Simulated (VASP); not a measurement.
# Ge2H in VASP: further runs

The runs below take Ge2H through single point, with PBE+D3(BJ).

All numbers are computed with VASP 6.6.1; they aren't measurements. Logs are shortened: lines on timing, memory, paths and dates and some standing lists are left out, and cuts for length are marked.

### 1 The cell of the first run

The cell holds a slab with vacuum, 3 atoms: a = 4.023 Å, b = 4.023 Å, c = 17.684 Å, α = 90.00°, β = 90.00°, γ = 120.00°.

### 2 Single point, PBE+D3(BJ), collinear spin

Contents of INCAR:

```
SYSTEM = Ge2H
PREC = Accurate ; ENCUT = 520
EDIFF = 1E-7 ; ISMEAR = 0
SIGMA = 0.1 ; LREAL = .False.
LASPH = .True. ; NELM = 150
ALGO = Normal ; ISIF = 2
LWAVE = .False. ; LCHARG = .False.
ISPIN = 2 ; MAGMOM = 0 0 1
LORBIT = 11 ; LDIPOL = .True.
IDIPOL = 3 ; DIPOL = 0.5 0.5 0.265
GGA = PE ; IVDW = 12
NBANDS = 26
```

Contents of KPOINTS:

```
regular mesh
0
Gamma
  9 9 1
  0 0 0
```

Contents of POSCAR:

```
Ge2H
1.0
    4.0226895460      0.0000000000      0.0000000000
   -2.0113447730      3.4837513384      0.0000000000
    0.0000000000      0.0000000000     17.6842610184
Ge H
2 1
Direct
    0.3333333333      0.6666666667      0.2648830513
    0.6666666667      0.3333333333      0.2261898304
    1.2222222222     -0.2222222222      0.3039007970
```

Potentials or basis: VASP PAW PBE potentials, release 64 (Ge_d, H).

Run with:

```bash
$ cat potpaw_PBE.64/Ge_d/POTCAR potpaw_PBE.64/H/POTCAR > POTCAR
$ mpirun -np 1 vasp_std > vasp.out
```

OUTCAR:

```text
SYSTEM = Ge2H
   PREC = Accurate
   ENCUT = 520
   EDIFF = 1E-7
   ISMEAR = 0
   LREAL = .False.
   LASPH = .True.
   NELM = 150
   ISIF = 2
   ISPIN = 2
   LORBIT = 11
   GGA = PE
   IVDW = 12
 IVDW          = 12

 ion  position               nearest neighbor table
   1  0.333  0.667  0.265-   3 1.04   2 2.42   2 2.42   2 2.42
   2  0.667  0.333  0.226-   1 2.42   1 2.42   1 2.42
   3  0.222  0.778  0.304-   1 1.04

  LATTYP: Found a hexagonal cell.
 ALAT       =     4.0226895460
 C/A-ratio  =     4.3961287134

  Lattice vectors:

 A1 = (   4.0226895460,   0.0000000000,   0.0000000000)
 A2 = (  -2.0113447730,   3.4837513384,   0.0000000000)
 A3 = (   0.0000000000,   0.0000000000,  17.6842610184)

Analysis of symmetry for initial positions (statically):
=====================================================================
 Subroutine PRICEL returns:
 Original cell was already a primitive cell.

 Routine SETGRP: Setting up the symmetry group for a
 hexagonal supercell.

 Subroutine GETGRP returns: Found  2 space group operations
 (whereof  2 operations were pure point group operations)
 out of a pool of 24 trial point group operations.

The static configuration has the point symmetry C_1h.

Analysis of symmetry for dynamics (positions and initial velocities):
=====================================================================
 Subroutine PRICEL returns:
 Original cell was already a primitive cell.

 Routine SETGRP: Setting up the symmetry group for a
 hexagonal supercell.

 Subroutine GETGRP returns: Found  2 space group operations
 (whereof  2 operations were pure point group operations)
 out of a pool of 24 trial point group operations.

The dynamic configuration has the point symmetry C_1h.

Analysis of structural, dynamic, and magnetic symmetry:
=====================================================================
 Subroutine PRICEL returns:
 Original cell was already a primitive cell.

 Routine SETGRP: Setting up the symmetry group for a
 hexagonal supercell.

 Subroutine GETGRP returns: Found  2 space group operations
 (whereof  2 operations were pure point group operations)
 out of a pool of 24 trial point group operations.

The overall configuration has the point symmetry C_1h.

 Subroutine INISYM returns: Found  2 space group operations
 (whereof  2 operations are pure point group operations),
 and found     1 'primitive' translations

----------------------------------------------------------------------------------------

                                     Primitive cell

  volume of cell :     247.8281

  direct lattice vectors                    reciprocal lattice vectors
     4.022689546  0.000000000  0.000000000     0.248589902  0.143523447  0.000000000
    -2.011344773  3.483751338  0.000000000     0.000000000  0.287046894  0.000000000
     0.000000000  0.000000000 17.684261018     0.000000000  0.000000000  0.056547458

  length of vectors
     4.022689546  4.022689546 17.684261018     0.287046894  0.287046894  0.056547458

  position of ions in fractional coordinates (direct lattice)
     0.333333333  0.666666667  0.264883051
     0.666666667  0.333333333  0.226189830
     0.222222222  0.777777778  0.303900797

  ion indices of the primitive-cell ions
   primitive index   ion index
                 1           1
                 2           2
                 3           3

----------------------------------------------------------------------------------------

 KPOINTS: regular mesh

Automatic generation of k-mesh.
 Grid dimensions read from file:
 generate k-points for:    9    9    1

 Generating k-lattice:

  Cartesian coordinates                     Fractional coordinates (reciprocal lattice)
     0.027621100  0.015947050  0.000000000     0.111111111  0.000000000  0.000000000
     0.000000000  0.031894099  0.000000000     0.000000000  0.111111111  0.000000000
     0.000000000  0.000000000  0.056547458     0.000000000  0.000000000  1.000000000

  Length of vectors
     0.031894099  0.031894099  0.056547458

  Shift w.r.t. Gamma in fractional coordinates (k-lattice)
     0.000000000  0.000000000  0.000000000

 Subroutine IBZKPT returns following result:
 ===========================================

 Found     25 irreducible k-points:

 Following reciprocal coordinates:
            Coordinates               Weight
  0.000000  0.000000  0.000000      1.000000
  0.111111  0.000000  0.000000      4.000000
 -0.111111  0.111111  0.000000      2.000000
  0.222222  0.000000  0.000000      4.000000
 -0.222222  0.222222  0.000000      2.000000
  0.333333  0.000000  0.000000      4.000000
[... 16 lines left out ...]
 -0.222222 -0.444444  0.000000      4.000000
  0.444444  0.333333  0.000000      4.000000
   k-points           NKPTS =     25   k-points in BZ     NKDIM =     25   number of bands    NBANDS=     26
   number of dos      NEDOS =    301   number of ions     NIONS =      3
   total plane-waves  NPLWV = 126000
   dimension x,y,z NGX =    30 NGY =   30 NGZ =  140
   dimension x,y,z NGXF=    60 NGYF=   60 NGZF=  280
   ions per type =               2   1
   NGX,Y,Z   is equivalent  to a cutoff of  12.40, 12.40, 13.16 a.u.
   NGXF,Y,Z  is equivalent  to a cutoff of  24.80, 24.80, 26.32 a.u.
 SYSTEM =  Ge2H
   PREC   = accura    normal or accurate (medium, high low for compatibility)
   ISTART =      0    job   : 0-new  1-cont  2-samecut
   ICHARG =      2    charge: 1-file 2-atom 10-const
   ISPIN  =      2    spin polarized calculation?
   LNONCOLLINEAR =      F non collinear calculations
   LSORBIT =      F    spin-orbit coupling
   LASPH  =      T    aspherical Exc in radial PAW
   ENCUT  =  520.0 eV  38.22 Ry    6.18 a.u.   7.48  7.48 32.88*2*pi/ulx,y,z
   NELM   =    150;   NELMIN=  2; NELMDL= -5     # of ELM steps
   EDIFF  = 0.1E-06   stopping-criterion for ELM
   LREAL  =      F    real-space projection
   EDIFFG = 0.1E-05   stopping-criterion for IOM
   NSW    =      0    number of steps for IOM
   IBRION =     -1    ionic relax: 0-MD 1-quasi-New 2-CG
   NFREE  =      0    steps in history (QN), initial steepest desc. (CG)
   ISIF   =      2    stress and relaxation
   ISYM   =      2    0-nonsym 1-usesym 2-fastsym
   POTIM  = 0.5000    time-step for ionic-motion
   TEBEG  =    0.0;   TEEND  =   0.0 temperature during run
   PSTRESS=    0.0 pullay stress
   NELECT =      29.0000    total number of electrons
   NUPDOWN=      -1.0000    fix difference up-down
   EMIN   =  10.00;   EMAX   =-10.00  energy-range for DOS
   EFERMI =   0.00;   METHOD = LEGACY
   ISMEAR =     0;   SIGMA  =   0.10  broadening in eV -4-tet -1-fermi 0-gaus
   EFERMI_NEDOS =   21; number of points for ismear=-14 and -15
   IALGO  =     38    algorithm
   IMIX   =      4    mixing-type and parameters
     AMIX     =   0.40;   BMIX     =  1.00
     AMIX_MAG =   1.60;   BMIX_MAG =  1.00
  volume/ion in A,a.u.               =      82.61       557.48
  Fermi-wavevector in a.u.,A,eV,Ry     =   0.800738  1.513176  8.723810  0.641182
  Thomas-Fermi vector in A             =   1.908092
   LORBIT       =     11    0 simple, 1 ext, 2 COOP (PROOUT), +10 PAW based schemes
   GGA     = PE    functional components
   LHFCALC =     F    Hartree Fock is set to
   AEXX    =    0.0000 exact exchange contribution
   IVDW    =    12    specifies the selected vdW correction
   LEPSILON=     F    determine dielectric tensor
   LRPA    =     F    only Hartree local field effects (RPA)
 spin polarized calculation
 Gauss-broadening in eV      SIGMA  =   0.10
  energy-cutoff  :      520.00
  volume of cell :      247.83
 maximum number of plane-waves:      6709
 NGX is ok and might be reduce to    30
   NGX = 15   NGY = 15   NGZ = 65

 dipolmoment           0.000000      0.000000      0.008379 electrons x Angstroem

 number of electron      29.0000014 magnetization       0.2747378

 dipolmoment           0.000000      0.000000     -0.040384 electrons x Angstroem

 Free energy of the ion-electron system (eV)
  ---------------------------------------------------
  ext. energy  EPLUGINS =         0.00000000
  ---------------------------------------------------
  free energy    TOTEN  =        -5.67696678 eV

  energy without entropy =       -5.66707906  energy(sigma->0) =       -5.67202292

 E-fermi :  -2.3408     XC(G=0):  -2.6189

 val. band max:       -2.3504390503   @ k =  -0.2222   0.2222   0.0000
 cond. band min:      -2.3298193760   @ k =  -0.4444   0.3333   0.0000
 fundamental gap:      0.0206196743
 Fermi energy:        -2.3407570682

 spin component 1

 k-point     1 :       0.0000    0.0000    0.0000
  band No.  band energies     occupation
      1     -28.3207      1.00000
      2     -27.6357      1.00000
      3     -27.6319      1.00000
      4     -27.5325      1.00000
      5     -27.5021      1.00000
      6     -27.0723      1.00000
[... 18 lines left out ...]
     25       6.3677      0.00000
     26       6.6698      0.00000

 k-point     2 :       0.1111    0.0000    0.0000
  band No.  band energies     occupation
      1     -28.3210      1.00000
      2     -27.6381      1.00000
      3     -27.6299      1.00000
      4     -27.5340      1.00000
      5     -27.5009      1.00000
      6     -27.0711      1.00000
[... 18 lines left out ...]
     25       6.2566      0.00000
     26       6.5418      0.00000

 k-point     3 :      -0.1111    0.1111    0.0000
  band No.  band energies     occupation
      1     -28.3212      1.00000
      2     -27.6374      1.00000
      3     -27.6320      1.00000
      4     -27.5327      1.00000
      5     -27.5012      1.00000
      6     -27.0705      1.00000
[... 572 lines left out ...]
 k-point    23 :      -0.2222   -0.4444    0.0000
  band No.  band energies     occupation
      1     -28.3239      1.00000
      2     -27.6479      1.00000
      3     -27.6274      1.00000
      4     -27.5374      1.00000
      5     -27.4969      1.00000
      6     -27.0589      1.00000
[... 18 lines left out ...]
     25       6.0831      0.00000
     26       6.2893      0.00000

 k-point    24 :       0.4444    0.3333    0.0000
  band No.  band energies     occupation
      1     -28.3243      1.00000
      2     -27.6496      1.00000
      3     -27.6290      1.00000
      4     -27.5385      1.00000
      5     -27.4928      1.00000
      6     -27.0581      1.00000
[... 18 lines left out ...]
     25       6.0648      0.00000
     26       6.3476      0.00000

 [... further k-points ...]

 spin component 2

 k-point     1 :       0.0000    0.0000    0.0000
  band No.  band energies     occupation
      1     -28.3076      1.00000
      2     -27.6263      1.00000
      3     -27.6257      1.00000
      4     -27.5235      1.00000
      5     -27.4915      1.00000
      6     -27.0469      1.00000
[... 18 lines left out ...]
     25       6.4360      0.00000
     26       6.7919      0.00000

 k-point     2 :       0.1111    0.0000    0.0000
  band No.  band energies     occupation
      1     -28.3079      1.00000
      2     -27.6294      1.00000
      3     -27.6231      1.00000
      4     -27.5248      1.00000
      5     -27.4905      1.00000
      6     -27.0458      1.00000
[... 18 lines left out ...]
     25       6.3656      0.00000
     26       6.6226      0.00000

 k-point     3 :      -0.1111    0.1111    0.0000
  band No.  band energies     occupation
      1     -28.3081      1.00000
      2     -27.6273      1.00000
      3     -27.6264      1.00000
      4     -27.5236      1.00000
      5     -27.4906      1.00000
      6     -27.0449      1.00000
[... 572 lines left out ...]
 k-point    23 :      -0.2222   -0.4444    0.0000
  band No.  band energies     occupation
      1     -28.3108      1.00000
      2     -27.6388      1.00000
      3     -27.6212      1.00000
      4     -27.5279      1.00000
      5     -27.4871      1.00000
      6     -27.0348      1.00000
[... 18 lines left out ...]
     25       6.1286      0.00000
     26       6.3440      0.00000

 k-point    24 :       0.4444    0.3333    0.0000
  band No.  band energies     occupation
      1     -28.3112      1.00000
      2     -27.6403      1.00000
      3     -27.6228      1.00000
      4     -27.5291      1.00000
      5     -27.4830      1.00000
      6     -27.0321      1.00000
[... 18 lines left out ...]
     25       6.1224      0.00000
     26       6.4040      0.00000

 [... further k-points ...]

------------------------ aborting loop because EDIFF is reached ----------------------------------------

 vacuum level on the upper side and lower side of the slab       (xc-potential included)        -0.332         0.179

 Edisp (eV)   -0.33758

 E8    (eV) :    -0.1520

  FORCE on cell =-STRESS in cart. coord.  units (eV):
  Direction    XX          YY          ZZ          XY          YZ          ZX
  --------------------------------------------------------------------------------------
  -------------------------------------------------------------------------------------
  Total      11.79234     5.66471    14.06632    -5.30668     6.71557   -11.63172
  in kB      76.23599    36.62165    90.93695   -34.30703    43.41528   -75.19760
  external pressure =       67.93 kB  Pullay stress =        0.00 kB

 VOLUME and BASIS-vectors are now :
 -----------------------------------------------------------------------------
  energy-cutoff  :      520.00
  volume of cell :      247.83
      direct lattice vectors                 reciprocal lattice vectors
     4.022689546  0.000000000  0.000000000     0.248589902  0.143523447  0.000000000
    -2.011344773  3.483751338  0.000000000     0.000000000  0.287046894  0.000000000
     0.000000000  0.000000000 17.684261018     0.000000000  0.000000000  0.056547458

 POSITION                                       TOTAL-FORCE (eV/Angst)
 -----------------------------------------------------------------------------------
     -0.00000      2.32250      4.68426        17.046358     -9.841720    -17.695317
      2.01134      1.16125      4.00000        -0.096938      0.055967     -1.377354
     -0.67045      2.70958      5.37426       -16.949420      9.785752     19.072671
 -----------------------------------------------------------------------------------
    total drift:                               -0.000112      0.000065      0.001339

  FREE ENERGIE OF THE ION-ELECTRON SYSTEM (eV)
  ---------------------------------------------------
  free  energy   TOTEN  =        -6.0145493131 eV

  energy  without entropy=       -6.0046615931  energy(sigma->0) =       -6.00960545

 vacuum level on the upper side and lower side of the slab         1.422         1.930

 total charge

# of ion       s       p       d       tot
------------------------------------------
    1        1.197   1.681  10.133  13.011
    2        1.200   1.124  10.010  12.334
    3        0.852   0.123   0.000   0.975
--------------------------------------------------
tot          3.249   2.928  20.143  26.320

 magnetization (x)

# of ion       s       p       d       tot
------------------------------------------
    1        0.004   0.028   0.009   0.041
    2        0.014   0.075   0.001   0.091
    3        0.008   0.001   0.000   0.010
--------------------------------------------------
tot          0.027   0.104   0.010   0.141
```

It took 17 min on 1 thread of Oxide Virtual Turin-like, shared host; peak memory 0.54 GiB.

Results:

```yaml
Free_energy: -6.0145 eV
Largest_force: 27.328 eV/Å
Net_moment: 0.27 μB per cell
Site_moments: Ge +0.04, +0.09; H +0.01 μB
Valence_electrons_inside_the_program's_atomic_spheres: Ge 13.01, 12.33; H 0.97
Dispersion_energy_per_atom: -0.113 eV
```

Forces in eV/Å, atoms in the order of the input:
```
Ge   17.046  -9.842 -17.695
Ge   -0.097   0.056  -1.377
H   -16.949   9.786  19.073
```

Caveat: atoms lie so close that the PAW spheres overlap strongly, which falsifies energies and pressures; a moment this small can come from the mesh or the smearing.

(Continued in part 2 of 2.)
